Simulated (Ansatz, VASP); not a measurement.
# GaGe: VASP beside Ansatz

```
CELL_PARAMETERS angstrom
0.00000 2.95468 2.95468
2.95468 0.00000 2.95468
2.95468 2.95468 0.00000
ATOMIC_POSITIONS crystal
Ge 0.00000 0.00000 0.00000
Ga 0.25000 0.25000 0.25000
```

Alike in both runs: task single point; functional LDA; k mesh 8 × 8 × 8; occupations fermi-dirac, width 0.05 eV; no spin polarisation.

|  | VASP | Ansatz |
| --- | --- | --- |
| version | VASP 6.6.1 | Ansatz 0.2.0 |
| potentials or method | VASP PAW LDA potentials, release 64 (Ge_d, Ga_d) | Ansatz PAW |
| plane-wave cutoff (eV) | 520 | 420 |
| valence electrons in the cell | 27 | 27 |

|  | VASP | Ansatz | Ansatz less VASP |
| --- | --- | --- | --- |
| gap on the k mesh at the Fermi level (eV) | none | none | - |
| pressure (GPa) | -6.0 | -6.1 | -0.10 |

LDA's correlation is that of Perdew and Zunger in VASP and of Perdew and Wang (1992) in Ansatz. A gap of «none» marks a metal or a gap that the smearing closes.
